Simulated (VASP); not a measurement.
# CsPbBr3 (Pm-3m) in VASP: further runs, part 2 of 2

VASP 6.6.1. Earlier steps stand in the parts before.

## Step 3: Single point, PBEsol

Input file INCAR:

```
SYSTEM = CsPbBr3
  PREC = Accurate
  ENCUT = 520
  EDIFF = 1E-7
  ISMEAR = 0
  SIGMA = 0.1
  LREAL = .FALSE.
  LASPH = .TRUE.
  NELM = 100
  ALGO = Normal
  ISIF = 2
  LWAVE = .FALSE.
  LCHARG = .TRUE.
  GGA = PS
  LELF = .TRUE.
  LVHAR = .TRUE.
  NBANDS = 30
```

Input file KPOINTS:

```
regular mesh
0
G
  4 4 4
  0 0 0
```

Input file POSCAR:

```
CsPbBr3
1.0
    5.7339395152      0.0000000000      0.0000000000
    0.0000000000      5.7339395152      0.0000000000
    0.0000000000      0.0000000000      5.7339395152
Cs Pb Br
1 1 3
Direct
    0.0000000000      0.0000000000      0.0000000000
    0.5000000000      0.5000000000      0.5000000000
    0.0000000000      0.5000000000      0.5000000000
    0.5000000000      0.0000000000      0.5000000000
    0.5000000000      0.5000000000      0.0000000000
```

Potentials or basis: VASP PAW PBE potentials, release 64 (Cs_sv, Pb_d, Br).

On the command line:

```console
cat potpaw_PBE.64/Cs_sv/POTCAR potpaw_PBE.64/Pb_d/POTCAR potpaw_PBE.64/Br/POTCAR > POTCAR
mpirun -np 1 vasp_std > vasp.out
```

OUTCAR:

```text
SYSTEM = CsPbBr3
   PREC = Accurate
   ENCUT = 520
   EDIFF = 1E-7
   ISMEAR = 0
   LREAL = .FALSE.
   LASPH = .TRUE.
   NELM = 100
   ISIF = 2
   GGA = PS

 ion  position               nearest neighbor table
   1  0.000  0.000  0.000-
   2  0.500  0.500  0.500-   3 2.87   4 2.87   5 2.87   5 2.87   4 2.87   3 2.87
   3  0.000  0.500  0.500-   2 2.87   2 2.87
   4  0.500  0.000  0.500-   2 2.87   2 2.87
   5  0.500  0.500  0.000-   2 2.87   2 2.87

  LATTYP: Found a simple cubic cell.
 ALAT       =     5.7339395152

  Lattice vectors:

 A1 = (   5.7339395152,   0.0000000000,   0.0000000000)
 A2 = (   0.0000000000,   5.7339395152,   0.0000000000)
 A3 = (   0.0000000000,   0.0000000000,   5.7339395152)

Analysis of symmetry for initial positions (statically):
=====================================================================
 Subroutine PRICEL returns:
 Original cell was already a primitive cell.

 Routine SETGRP: Setting up the symmetry group for a
 simple cubic supercell.

 Subroutine GETGRP returns: Found 48 space group operations
 (whereof 48 operations were pure point group operations)
 out of a pool of 48 trial point group operations.

The static configuration has the point symmetry O_h .

Analysis of symmetry for dynamics (positions and initial velocities):
=====================================================================
 Subroutine PRICEL returns:
 Original cell was already a primitive cell.

 Routine SETGRP: Setting up the symmetry group for a
 simple cubic supercell.

 Subroutine GETGRP returns: Found 48 space group operations
 (whereof 48 operations were pure point group operations)
 out of a pool of 48 trial point group operations.

The dynamic configuration has the point symmetry O_h .

 Subroutine INISYM returns: Found 48 space group operations
[... 105 lines left out ...]
   IALGO  =     38    algorithm
   IMIX   =      4    mixing-type and parameters
     AMIX     =   0.40;   BMIX     =  1.00
     AMIX_MAG =   1.60;   BMIX_MAG =  1.00
  volume/ion in A,a.u.               =      37.70       254.44
  Fermi-wavevector in a.u.,A,eV,Ry     =   1.007951  1.904751 13.823037  1.015965
  Thomas-Fermi vector in A             =   2.140787
   LORBIT       =      0    0 simple, 1 ext, 2 COOP (PROOUT), +10 PAW based schemes
   GGA     = PS    functional components
   LHFCALC =     F    Hartree Fock is set to
   AEXX    =    0.0000 exact exchange contribution
   IVDW    =     0    specifies the selected vdW correction
   LEPSILON=     F    determine dielectric tensor
   LRPA    =     F    only Hartree local field effects (RPA)
 non-spin polarized calculation
 Gauss-broadening in eV      SIGMA  =   0.10
  energy-cutoff  :      520.00
  volume of cell :      188.52
 maximum number of plane-waves:      5112
 NGX is ok and might be reduce to    48
   NGX = 21   NGY = 21   NGZ = 21

 number of electron      44.0000005 magnetization

 Free energy of the ion-electron system (eV)
  ---------------------------------------------------
  ext. energy  EPLUGINS =         0.00000000
  ---------------------------------------------------
  free energy    TOTEN  =       -16.68666478 eV

  energy without entropy =      -16.68666478  energy(sigma->0) =      -16.68666478

 E-fermi :   2.5124     XC(G=0):  -8.1282

 val. band max:        2.0822595863   @ k =   0.5000   0.5000   0.5000
 cond. band min:       3.1792981282   @ k =   0.5000   0.5000   0.5000
 fundamental gap:      1.0970385419
 Fermi energy:         2.5123906491

 k-point     1 :       0.0000    0.0000    0.0000
  band No.  band energies     occupation
      1     -19.7316      2.00000
      2     -15.1245      2.00000
      3     -15.1245      2.00000
      4     -14.8699      2.00000
      5     -14.8699      2.00000
      6     -14.8699      2.00000
[... 319 lines left out ...]
     29       6.8015      0.00000
     30       8.1198      0.00000

------------------------ aborting loop because EDIFF is reached ----------------------------------------

  FORCE on cell =-STRESS in cart. coord.  units (eV):
  Direction    XX          YY          ZZ          XY          YZ          ZX
  --------------------------------------------------------------------------------------
  -------------------------------------------------------------------------------------
  Total        2.3313039      2.3313039      2.3313039      0.0000000      0.0000000      0.0000000
  in kB       19.8129957     19.8129957     19.8129957      0.0000000      0.0000000      0.0000000
  external PRESSURE =      19.8129957 kB  Pullay stress =       0.0000000 kB

 VOLUME and BASIS-vectors are now :
 -----------------------------------------------------------------------------
  energy-cutoff  :      520.00
  volume of cell :      188.52
      direct lattice vectors                 reciprocal lattice vectors
     5.733939515  0.000000000  0.000000000     0.174400165  0.000000000  0.000000000
     0.000000000  5.733939515  0.000000000     0.000000000  0.174400165  0.000000000
     0.000000000  0.000000000  5.733939515     0.000000000  0.000000000  0.174400165

 POSITION                                       TOTAL-FORCE (eV/Angst)
 -----------------------------------------------------------------------------------
      0.00000      0.00000      0.00000         0.000000      0.000000      0.000000
      2.86697      2.86697      2.86697         0.000000      0.000000      0.000000
      0.00000      2.86697      2.86697         0.000000      0.000000      0.000000
      2.86697      0.00000      2.86697         0.000000      0.000000      0.000000
      2.86697      2.86697      0.00000         0.000000      0.000000      0.000000
 -----------------------------------------------------------------------------------
    total drift:                                0.000000     -0.000000     -0.000000

  FREE ENERGIE OF THE ION-ELECTRON SYSTEM (eV)
  ---------------------------------------------------
  free  energy   TOTEN  =       -16.6866647766 eV

  energy  without entropy=      -16.6866647766  energy(sigma->0) =      -16.68666478
```

OSZICAR:

```text
N       E                     dE             d eps       ncg     rms          rms(c)
DAV:   1     0.391188437918E+03    0.39119E+03   -0.19046E+04   600   0.132E+03
DAV:   2     0.327930530818E+02   -0.35840E+03   -0.34226E+03   662   0.303E+02
DAV:   3    -0.153564767743E+02   -0.48150E+02   -0.47636E+02   776   0.118E+02
DAV:   4    -0.170638202480E+02   -0.17073E+01   -0.17022E+01   720   0.271E+01
DAV:   5    -0.171183199949E+02   -0.54500E-01   -0.54486E-01   784   0.458E+00    0.507E+00
DAV:   6    -0.167155972902E+02    0.40272E+00   -0.63577E-01   870   0.823E+00    0.297E+00
DAV:   7    -0.166818462614E+02    0.33751E-01   -0.38403E-01   898   0.375E+00    0.902E-01
DAV:   8    -0.166861316007E+02   -0.42853E-02   -0.49835E-02   854   0.187E+00    0.196E-01
DAV:   9    -0.166865004302E+02   -0.36883E-03   -0.62245E-03   858   0.676E-01    0.104E-01
DAV:  10    -0.166865981587E+02   -0.97729E-04   -0.56489E-04   738   0.144E-01    0.447E-02
DAV:  11    -0.166866626264E+02   -0.64468E-04   -0.20654E-04   826   0.119E-01    0.208E-02
DAV:  12    -0.166866657601E+02   -0.31337E-05   -0.19380E-05   908   0.275E-02    0.139E-02
DAV:  13    -0.166866645702E+02    0.11898E-05   -0.46208E-06   826   0.181E-02    0.368E-03
DAV:  14    -0.166866647671E+02   -0.19689E-06   -0.11360E-06   900   0.863E-03    0.188E-03
DAV:  15    -0.166866647766E+02   -0.95101E-08   -0.11098E-07   538   0.281E-03
   1 F= -.16686665E+02 E0= -.16686665E+02  d E =-.813288E-11
```

stdout:

```text
POSCAR found type information on POSCAR CsPbBr
 POSCAR found :  3 types and       5 ions
 scaLAPACK will be used
 -----------------------------------------------------------------------------
|                                                                             |
|                                                                             |
|     You enforced a specific xc type in the INCAR file but a different       |
|     I HOPE YOU KNOW WHAT YOU ARE DOING!                                     |
|                                                                             |
 -----------------------------------------------------------------------------

 LDA part: xc-table for (Slater+PW92), standard interpolation
 POSCAR, INCAR and KPOINTS ok, starting setup
 FFT: planning ... GRIDC
 FFT: planning ... GRID_SOFT
 FFT: planning ... GRID
 WAVECAR not read
 entering main loop
```

It took 2 min on 1 thread of Oxide Virtual Turin-like, shared host; peak memory 0.3 GiB.

What came out:

* Free energy: -16.6867 eV
* Pressure: 2.0 GPa
* Band gap on the k mesh: 1.10 eV

Levels at points of the mesh, in eV from the valence-band top:
| k point | band 19 | band 20 | band 21 | band 22 | band 23 | band 24 | band 25 | band 26 |
| --- | --- | --- | --- | --- | --- | --- | --- | --- |
| (0.00, 0.00, 0.00) | -2.71 | -2.55 | -2.55 | -2.55 | 2.49 | 3.48 | 3.48 | 4.26 |
| (0.50, 0.00, 0.00) | -2.87 | -2.70 | -2.70 | -1.71 | 2.31 | 4.03 | 4.60 | 4.65 |
| (0.50, 0.50, 0.00) | -2.97 | -2.73 | -2.16 | -0.84 | 1.74 | 1.74 | 4.67 | 4.73 |
| (0.50, 0.50, 0.50) | -2.14 | -2.14 | -2.14 | 0.00 | 1.10 | 1.10 | 1.10 | 3.98 |

Caveat: the PAW data sets were made with another functional, which shifts forces and pressure a little; spin-orbit coupling is left out, which moves the levels of the heavy elements.

## Step 4: Single point, PBEsol

This run uses another cell than the first one, of 37.86 Å³/atom.

Input file INCAR:

```
SYSTEM = CsPbBr3
  ALGO = Normal
  EDIFF = 1E-7
  ENCUT = 520
  GGA = PS
  ISIF = 2
  ISMEAR = 0
  LASPH = .True.
  LCHARG = .False.
  LREAL = .False.
  LWAVE = .False.
  NBANDS = 30
  NELM = 80
  PREC = Accurate
  SIGMA = 0.01
```

Input file KPOINTS:

```
k-points
0
Gamma
  6 6 6
  0 0 0
```

Changes to POSCAR since step 3:

```diff
@@ -2,5 +2,5 @@
 1.0
-    5.7339395152      0.0000000000      0.0000000000
-    0.0000000000      5.7339395152      0.0000000000
-    0.0000000000      0.0000000000      5.7339395152
+    5.7418862927      0.0000000000      0.0000000000
+    0.0000000000      5.7418862927      0.0000000000
+    0.0000000000      0.0000000000      5.7418862927
 Cs Pb Br
```

On the command line:

```console
cat potpaw_PBE.64/Cs_sv/POTCAR potpaw_PBE.64/Pb_d/POTCAR potpaw_PBE.64/Br/POTCAR > POTCAR
mpirun -np 1 vasp_std > vasp.out
```

Wall time 3.3 min (1 thread of Oxide Virtual Turin-like, shared host); peak memory 0.35 GiB.

The run converged. Its results:

- Free energy: -16.7401 eV
- Pressure: 1.7 GPa
- Band gap on the k mesh: 1.12 eV

Levels at points of the mesh, in eV from the valence-band top:
```
           k point  band 19  band 20  band 21  band 22  band 23  band 24  band 25  band 26
(0.00, 0.00, 0.00)    -2.68    -2.53    -2.53    -2.53     2.51     3.52     3.52     4.29
(0.50, 0.00, 0.00)    -2.84    -2.67    -2.67    -1.69     2.33     4.05     4.62     4.68
(0.50, 0.50, 0.00)    -2.94    -2.71    -2.13    -0.83     1.77     1.77     4.68     4.75
(0.50, 0.50, 0.50)    -2.12    -2.12    -2.12     0.00     1.12     1.12     1.12     4.01
```

Caveat: the PAW data sets were made with another functional, which shifts forces and pressure a little; spin-orbit coupling is left out, which moves the levels of the heavy elements.
